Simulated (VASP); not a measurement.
## BaTiO3: single point with PBE

Crystal: BaTiO3.

```
Ba Ti O
1.0
     3.99980    0.00000    0.00000
     0.00000    3.99980    0.00000
     0.00000    0.00000    4.01800
Ba Ti O
1 1 3
Direct
  0.00000 0.00000 0.00000
  0.50000 0.50000 0.49000
  0.50000 0.50000 0.01900
  0.50000 0.00000 0.51700
  0.00000 0.50000 0.51700
```

* Program: VASP 6.6.1
* Task: single point
* Functional: PBE
* Potentials or basis: VASP PAW PBE potentials, release 64 (Ba_sv, Ti_sv, O)
* Cutoff: 520 eV
* k mesh: 6 × 6 × 6
* Occupations: gaussian, width 0.01 eV
* Spin: no spin polarisation
* Dipole correction: no
* Further INCAR settings: ALGO = Normal; EDIFF = 1e-06; NBANDS = 28

```yaml
Pressure: 4.2 GPa
Largest_force: 0.275 eV/Å
Band_gap_on_the_k_mesh: 1.77 eV (least direct gap 2.06 eV)
```

Forces in eV/Å, atoms in the order of the input:
```
Ba   0.000  0.000  0.075
Ti   0.000  0.000 -0.117
O    0.000  0.000  0.275
O    0.000  0.000 -0.116
O    0.000  0.000 -0.116
```

Stress tensor (GPa, compression positive):
```
3.90 0.00 0.00
0.00 3.90 0.00
0.00 0.00 4.84
```

Levels at points of the mesh, in eV from the valence-band top:
| k point | band 18 | band 19 | band 20 | band 21 | band 22 | band 23 |
| --- | --- | --- | --- | --- | --- | --- |
| (0.00, 0.00, 0.00) | -0.31 | -0.29 | -0.29 | 1.77 | 1.99 | 1.99 |
| (0.50, 0.00, 0.00) | -1.73 | -0.94 | -0.84 | 2.12 | 3.48 | 3.52 |
| (0.50, 0.50, 0.00) | -0.97 | -0.97 | -0.09 | 3.53 | 3.53 | 3.92 |
| (0.00, 0.00, 0.50) | -1.94 | -0.71 | -0.71 | 1.93 | 3.55 | 3.55 |
| (0.50, 0.00, 0.50) | -0.90 | -0.89 | -0.17 | 3.51 | 3.56 | 3.91 |
| (0.50, 0.50, 0.50) | -0.08 | -0.08 | 0.00 | 4.15 | 4.15 | 4.16 |

Wall time 110 s on 1 thread of Intel(R) Xeon(R) Platinum 8375C CPU @ 2.90GHz (Ice Lake), on a shared host, peak memory 0.21 GiB.

Caveat: the cell stands under pressure; spin-orbit coupling is left out, which moves the levels of the heavy elements. A k mesh can miss the band edges.
